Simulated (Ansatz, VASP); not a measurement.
**One calculation of Al, two programs**

INCAR

```
  PREC = Accurate
  ENCUT = 500
  EDIFF = 1E-6
  ISMEAR = -1
  SIGMA = 0.2
  LREAL = False
  LASPH = True
  NELM = 120
  ALGO = Normal
  ISIF = 2
  LWAVE = False
  LCHARG = False
  GGA = PE
  NBANDS = 8
  GGA_COMPAT = False
```

KPOINTS

```
regular mesh
0
Gamma
  13 13 13
```

Contents of POSCAR:

```
Al
1.0
    0.0000000000      2.0248050000      2.0248050000
    2.0248050000      0.0000000000      2.0248050000
    2.0248050000      2.0248050000      0.0000000000
Al
1
Direct
    0.0000000000      0.0000000000      0.0000000000
```

Input for Ansatz:

```yaml
crystal:
  lattice:
    - [0.0, 2.024805, 2.024805]
    - [2.024805, 0.0, 2.024805]
    - [2.024805, 2.024805, 0.0]
  atoms:
    - { symbol: Al, position: [0.0, 0.0, 0.0] }
basis:
  ecutwfc: 489.804952427784
kpoints:
  mp_grid:
    grid: [13, 13, 13]
hamiltonian:
  xc: pbe
scf:
  occupations:
    method: fermi_dirac
    width: 0.2
output:
  forces: true
  stress: true
```

Alike in both runs: task single point; functional PBE; k mesh 13 × 13 × 13; occupations fermi-dirac, width 0.2 eV; no spin polarisation.

|  | VASP | Ansatz |
| --- | --- | --- |
| version | VASP 6.6.1 | Ansatz 0.2.0 |
| potentials or method | VASP PAW PBE potentials, release 64 (Al), cutoff 500 eV | plane waves, PAW |
| valence electrons in the cell | 3 | 3 |

|  | VASP | Ansatz | Ansatz less VASP |
| --- | --- | --- | --- |
| pressure (GPa) | -0.4 | -0.4 | +0.03 |
